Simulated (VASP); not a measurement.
A run of VASP 6.6.1:

File INCAR:

```
SYSTEM = Mg4CdS3
PREC     = Accurate       ! precision mode
ENCUT    = 520            ! plane-wave cutoff, eV
EDIFF    = 1E-6           ! SCF threshold, eV
ISMEAR   = 0              ! smearing method
SIGMA    = 0.1            ! smearing width, eV
LREAL    = .FALSE.        ! projectors in reciprocal space
LASPH    = .TRUE.         ! aspherical terms in the spheres
NELM     = 60             ! most SCF steps
ALGO     = Normal         ! electronic algorithm
ISIF     = 2              ! what is computed and relaxed
LWAVE    = .FALSE.        ! write WAVECAR
LCHARG   = .FALSE.        ! write CHGCAR
GGA      = PE             ! functional
NBANDS   = 29             ! bands
```

File KPOINTS:

```
regular mesh
0
G
  12 12 4
  0 0 0
```

The input POSCAR:

```
Mg4CdS3
1.0
    3.6292024453      0.0000000000      0.0000000000
   -1.8146012227      3.1429815131      0.0000000000
    0.0000000000      0.0000000000     13.9105296562
Mg Cd S
4 1 3
Direct
    0.3333333333      0.6666666667      0.6091244465
    0.6666666667      0.3333333333      0.3908755535
    0.6666666667      0.3333333333      0.1664772079
    0.3333333333      0.6666666667      0.8335227921
    0.0000000000      0.0000000000      0.0000000000
    0.6666666667      0.3333333333      0.7213554562
    0.3333333333      0.6666666667      0.2786445438
    0.0000000000      0.0000000000      0.5000000000
```

Potentials or basis: VASP PAW PBE potentials, release 64 (Mg, Cd, S).

Launch:

```sh
$ cat potpaw_PBE.64/Mg/POTCAR potpaw_PBE.64/Cd/POTCAR potpaw_PBE.64/S/POTCAR > POTCAR
$ mpirun -np 1 vasp_std > vasp.out
```

Hardware: 1 thread of Intel Xeon 8259CL, with other jobs on the host.

Question: Estimate the wall time of this run.

Answer: Run time: 8.5 min on 1 thread of Intel Xeon 8259CL, with other jobs on the host, peak memory 0.48 GiB. Counts: scf iterations 13, k points 69.
